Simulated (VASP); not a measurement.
Input of a VASP 6.6.1 run:

File INCAR:

```
  ALGO = Normal
  EDIFF = 1E-6
  ENCUT = 520
  GGA = PE
  ISIF = 2
  ISMEAR = 0
  LASPH = T
  LCHARG = F
  LREAL = F
  LWAVE = F
  NBANDS = 18
  NELM = 80
  PREC = Accurate
  SIGMA = 0.15
```

KPOINTS

```
k-points
0
Gamma
  12 12 10
```

POSCAR

```
PtSe2
1.0
    3.6681405955      0.0000000000      0.0000000000
   -1.8340702978      3.1767029404      0.0000000000
    0.0000000000      0.0000000000      5.0620000000
Pt Se
1 2
Direct
    0.0000000000      0.0000000000      0.0000000000
    0.3333333333      0.6666666667      0.2500000000
    0.6666666667      0.3333333333      0.7500000000
```

Potentials or basis: VASP PAW PBE potentials, release 64 (Pt, Se).

Command:

```sh
$ cat potpaw_PBE.64/Pt/POTCAR potpaw_PBE.64/Se/POTCAR > POTCAR
$ mpirun -np 1 vasp_std > vasp.out
```

**Question.** What does it give for the band gap on the k mesh?

**Answer.** Zero (band 11 reaches 7.33 eV, above the bottom of band 12 at 6.99 eV).

**Question.** Estimate the pressure.

**Answer.** 12.6 GPa.

Stress tensor (GPa, compression positive):
```
14.13  0.00  0.00
 0.00 14.13  0.00
 0.00  0.00  9.60
```

Caveat: the cell differs from its parent crystal (strain -0.015 along x and y, +0.000 along z); spin-orbit coupling is left out, which moves the levels of the heavy elements.
